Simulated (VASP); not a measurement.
# Re (Im-3m) in VASP: single point with HSE06

Aim: the single point of Re with HSE06.

All numbers are computed with VASP 6.6.1; they aren't measurements. Logs are shortened: lines on timing, memory, paths and dates and some standing lists are left out, and cuts for length are marked.

### Step 1. The cell of the first run

Symmetry: Im-3m, No. 229, cubic system. Conventional cell: a = 3.084 Å, b = 3.084 Å, c = 3.084 Å, α = 90.00°, β = 90.00°, γ = 90.00°. Re (site symmetry m-3m) has 14 Re at 2.67 to 3.08 Å within 3.5 Å.

This isn't the form of Re at room conditions, which is hcp.

### Step 2. Single point, HSE06

POSCAR

```
Re
1.0
   -1.5420001333      1.5420001333      1.5420001333
    1.5420001333     -1.5420001333      1.5420001333
    1.5420001333      1.5420001333     -1.5420001333
Re
1
Direct
    0.0000000000      0.0000000000      0.0000000000
```

INCAR.step1

```
SYSTEM = Re
ALGO = Normal
EDIFF = 1E-5
ENCUT = 520
GGA = PE
ISIF = 2
ISMEAR = 0
LASPH = .True.
LCHARG = .False.
LREAL = .False.
LWAVE = .True.
NBANDS = 10
NELM = 100
PREC = Accurate
SIGMA = 0.05
```

INCAR.step2

```
SYSTEM = Re
ALGO = Normal
EDIFF = 1E-7
ENCUT = 520
GGA = PE
HFSCREEN = 0.2079
ISIF = 2
ISMEAR = 0
ISTART = 1
LASPH = .True.
LCHARG = .False.
LHFCALC = .True.
LREAL = .False.
LWAVE = .False.
NBANDS = 10
NELM = 100
PREC = Accurate
PRECFOCK = Normal
SIGMA = 0.05
```

KPOINTS

```
k-points
0
Gamma
  10 10 10
  0 0 0
```

Potentials or basis: VASP PAW PBE potentials, release 64 (Re).

Started as:

```
cat potpaw_PBE.64/Re/POTCAR > POTCAR
cp INCAR.step1 INCAR
mpirun -np 1 vasp_std > vasp.out
cp INCAR.step2 INCAR
mpirun -np 1 vasp_std > vasp.out
```

OUTCAR:

```text
SYSTEM = Re
   EDIFF = 1E-7
   ENCUT = 520
   GGA = PE
   HFSCREEN = 0.2079
   ISIF = 2
   ISMEAR = 0
   ISTART = 1
   LASPH = .True.
   LHFCALC = .True.
   LREAL = .False.
   NELM = 100
   PREC = Accurate
   PRECFOCK = Normal

 ion  position               nearest neighbor table
   1  0.000  0.000  0.000-

  LATTYP: Found a body centered cubic cell.
 ALAT       =     3.0840002666

  Lattice vectors:

 A1 = (  -1.5420001333,   1.5420001333,   1.5420001333)
 A2 = (   1.5420001333,  -1.5420001333,   1.5420001333)
 A3 = (   1.5420001333,   1.5420001333,  -1.5420001333)

Analysis of symmetry for initial positions (statically):
=====================================================================
 Subroutine PRICEL returns:
 Original cell was already a primitive cell.

 Routine SETGRP: Setting up the symmetry group for a
 body centered cubic supercell.

 Subroutine GETGRP returns: Found 48 space group operations
 (whereof 48 operations were pure point group operations)
 out of a pool of 48 trial point group operations.

The static configuration has the point symmetry O_h .

Analysis of symmetry for dynamics (positions and initial velocities):
=====================================================================
 Subroutine PRICEL returns:
 Original cell was already a primitive cell.

 Routine SETGRP: Setting up the symmetry group for a
 body centered cubic supercell.

 Subroutine GETGRP returns: Found 48 space group operations
 (whereof 48 operations were pure point group operations)
 out of a pool of 48 trial point group operations.

The dynamic configuration has the point symmetry O_h .

 Subroutine INISYM returns: Found 48 space group operations
 (whereof 48 operations are pure point group operations),
 and found     1 'primitive' translations

----------------------------------------------------------------------------------------

                                     Primitive cell

  volume of cell :      14.6661

  direct lattice vectors                    reciprocal lattice vectors
    -1.542000133  1.542000133  1.542000133     0.000000000  0.324254187  0.324254187
     1.542000133 -1.542000133  1.542000133     0.324254187  0.000000000  0.324254187
     1.542000133  1.542000133 -1.542000133     0.324254187  0.324254187  0.000000000

  length of vectors
     2.670822576  2.670822576  2.670822576     0.458564669  0.458564669  0.458564669

  position of ions in fractional coordinates (direct lattice)
[... 91 lines left out ...]
   EFERMI =   0.00;   METHOD = LEGACY
   ISMEAR =     0;   SIGMA  =   0.05  broadening in eV -4-tet -1-fermi 0-gaus
   EFERMI_NEDOS =   21; number of points for ismear=-14 and -15
   IALGO  =     38    algorithm
   IMIX   =      1    mixing-type and parameters
     AMIX     =   0.40;   BMIX     =  1.00
     AMIX_MAG =   1.60;   BMIX_MAG =  1.00
  volume/ion in A,a.u.               =      14.67        98.97
  Fermi-wavevector in a.u.,A,eV,Ry     =   1.279390  2.417697 22.270559  1.636840
  Thomas-Fermi vector in A             =   2.411879
   LORBIT       =      0    0 simple, 1 ext, 2 COOP (PROOUT), +10 PAW based schemes
   GGA     = PE    functional components
   LHFCALC =     T    Hartree Fock is set to
   PRECFOCK=normal    Normal, Fast or Accurate (Low or Medium for compatibility)
   ENCUT4O =  -1.0   cutoff for four orbital integrals eV
   NKREDX  =     1    reduce k-point grid by
   NKREDY  =     1    reduce k-point grid by
   NKREDZ  =     1    reduce k-point grid by
   AEXX    =    0.2500 exact exchange contribution
   HFSCREEN=    0.2079 screening length (either q_TF or 0.3 A-1)
   HFSCREENC=   0.2079 screening length for correlation (either q_TF or 0.3 A-1)
   ENCUTFOCK=  -1.0 apply spherical cutoff to Coloumb kernel
   IVDW    =     0    specifies the selected vdW correction
   LEPSILON=     F    determine dielectric tensor
   LRPA    =     F    only Hartree local field effects (RPA)
 non-spin polarized calculation
 Gauss-broadening in eV      SIGMA  =   0.05
  energy-cutoff  :      520.00
  volume of cell :       14.67
 maximum number of plane-waves:       410
  NGX = 16; NGY = 16; NGZ = 16

 number of electron       7.0000019 magnetization

 Free energy of the ion-electron system (eV)
  ---------------------------------------------------
  ext. energy  EPLUGINS =         0.00000000
  ---------------------------------------------------
  free energy    TOTEN  =       -14.19516616 eV

  energy without entropy =      -14.19306987  energy(sigma->0) =      -14.19411802

 E-fermi :   8.7396     XC(G=0): -11.1890

 val. band max:        8.7121527906   @ k =   0.2000   0.1000  -0.0000
 cond. band min:       8.7651822083   @ k =   0.2000   0.2000   0.0000
 fundamental gap:      0.0530294177
 Fermi energy:         8.7396498443

 k-point     1 :       0.0000    0.0000    0.0000
  band No.  band energies     occupation
      1      -3.4726      2.00000
      2       5.3177      2.00000
      3       5.3177      2.00000
      4       5.3177      2.00000
      5       9.9228      0.00000
      6       9.9228      0.00000
      7      25.3035      0.00000
      8      25.3035      0.00000
      9      25.3035      0.00000
     10      37.9139      0.00000
[... 287 lines left out ...]
 k-point    24 :      -0.3000    0.3000    0.1000
  band No.  band energies     occupation
      1       0.2951      2.00000
      2       4.0374      2.00000
      3       4.8596      2.00000
      4       8.0574      2.00000
      5       9.7192      0.00000
      6      11.0288      0.00000
      7      23.7114      0.00000
      8      26.3397      0.00000
      9      30.9478      0.00000
     10      32.6444      0.00000

 [... further k-points ...]

------------------------ aborting loop because EDIFF is reached ----------------------------------------

  FORCE on cell =-STRESS in cart. coord.  units (eV):
  Direction    XX          YY          ZZ          XY          YZ          ZX
  --------------------------------------------------------------------------------------
  -------------------------------------------------------------------------------------
  Total       -0.3382942     -0.3382942     -0.3382942      0.0000000      0.0000000      0.0000000
  in kB      -36.9565915    -36.9565915    -36.9565915      0.0000000      0.0000000      0.0000000
  external PRESSURE =     -36.9565915 kB  Pullay stress =       0.0000000 kB

 VOLUME and BASIS-vectors are now :
 -----------------------------------------------------------------------------
  energy-cutoff  :      520.00
  volume of cell :       14.67
      direct lattice vectors                 reciprocal lattice vectors
    -1.542000133  1.542000133  1.542000133     0.000000000  0.324254187  0.324254187
     1.542000133 -1.542000133  1.542000133     0.324254187  0.000000000  0.324254187
     1.542000133  1.542000133 -1.542000133     0.324254187  0.324254187  0.000000000

 POSITION                                       TOTAL-FORCE (eV/Angst)
 -----------------------------------------------------------------------------------
      0.00000      0.00000      0.00000         0.000000     -0.000000      0.000000
 -----------------------------------------------------------------------------------
    total drift:                               -0.000000      0.000003      0.000004

  FREE ENERGIE OF THE ION-ELECTRON SYSTEM (eV)
  ---------------------------------------------------
  free  energy   TOTEN  =       -14.1951661647 eV

  energy  without entropy=      -14.1930698704  energy(sigma->0) =      -14.19411802
```

OSZICAR.step1:

```text
N       E                     dE             d eps       ncg     rms          rms(c)
DAV:   1     0.597160339185E+01    0.59716E+01   -0.34032E+03  1512   0.794E+02
DAV:   2    -0.125080893676E+02   -0.18480E+02   -0.17362E+02  1452   0.179E+02
DAV:   3    -0.127968294781E+02   -0.28874E+00   -0.27994E+00  1530   0.287E+01
DAV:   4    -0.127976787518E+02   -0.84927E-03   -0.84832E-03  1500   0.799E-01
DAV:   5    -0.127976798744E+02   -0.11227E-05   -0.11222E-05  1368   0.204E-02    0.306E+01
DAV:   6    -0.122885355411E+02    0.50914E+00   -0.42005E-01  1486   0.168E+01    0.129E+01
DAV:   7    -0.121070392414E+02    0.18150E+00   -0.34646E-01  1496   0.147E+01    0.757E-01
DAV:   8    -0.121016143806E+02    0.54249E-02   -0.29323E-03  1468   0.400E-01    0.106E-01
DAV:   9    -0.121013669242E+02    0.24746E-03   -0.22148E-04  1430   0.104E-01    0.352E-02
DAV:  10    -0.121013778381E+02   -0.10914E-04   -0.18232E-05  1080   0.333E-02    0.378E-03
DAV:  11    -0.121013770644E+02    0.77370E-06   -0.16006E-07   640   0.523E-03
   1 F= -.12101377E+02 E0= -.12100552E+02  d E =-.165017E-02
```

It took 66 min on 1 thread of Intel Xeon Platinum 8375C at 2.90GHz (Ice Lake), shared host; peak memory 0.26 GiB.

Results:

* Free energy: -14.1952 eV
* Pressure: -3.7 GPa
* Band gap on the k mesh: zero (an odd number of electrons rules out a gap without spin polarisation)

Levels at points of the mesh, in eV from the Fermi level:
| k point | band 1 | band 2 | band 3 | band 4 | band 5 | band 6 | band 7 | band 8 |
| --- | --- | --- | --- | --- | --- | --- | --- | --- |
| (0.00, 0.00, 0.00) | -12.21 | -3.42 | -3.42 | -3.42 | 1.18 | 1.18 | 16.56 | 16.56 |
| (0.50, 0.00, 0.00) | -8.71 | -6.01 | -0.44 | 0.93 | 2.07 | 4.94 | 11.05 | 12.81 |
| (0.50, 0.50, 0.50) | -8.18 | -8.18 | 3.83 | 3.83 | 3.83 | 8.55 | 8.55 | 8.55 |

Caveat: the cell stands under tension; the PAW data sets were made with another functional, which shifts forces and pressure a little; spin-orbit coupling is left out, which moves the levels of the heavy elements.
